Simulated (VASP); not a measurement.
Input of a VASP 6.6.1 run:

File INCAR:

```
SYSTEM = W
PREC = Accurate ; ENCUT = 520
EDIFF = 1E-6 ; ISMEAR = -1
SIGMA = 0.05 ; LREAL = .False.
LASPH = .True. ; NELM = 100
ALGO = Fast ; ISIF = 2
LWAVE = .False. ; LCHARG = .True.
GGA = PS ; LELF = .True.
LVHAR = .True. ; NBANDS = 13
```

File KPOINTS:

```
Automatic mesh
0
Gamma
  12 12 12
  0 0 0
```

POSCAR

```
W
1.0
   -1.5717249149      1.5717249149      1.5717249149
    1.5717249149     -1.5717249149      1.5717249149
    1.5717249149      1.5717249149     -1.5717249149
W
1
Direct
    0.0000000000      0.0000000000      0.0000000000
```

Potentials or basis: VASP PAW PBE potentials, release 64 (W_sv).

Launch:

```console
$ cat potpaw_PBE.64/W_sv/POTCAR > POTCAR
$ mpirun -np 1 vasp_std > vasp.out
```

Problem. Predict the pressure.

Solution. 4.1 GPa.

Problem. Predict the band gap on the k mesh.

Solution. Zero (band 7 reaches 16.90 eV, above the bottom of band 8 at 10.30 eV).

Caveat: the PAW data sets were made with another functional, which shifts forces and pressure a little; spin-orbit coupling is left out, which moves the levels of the heavy elements.
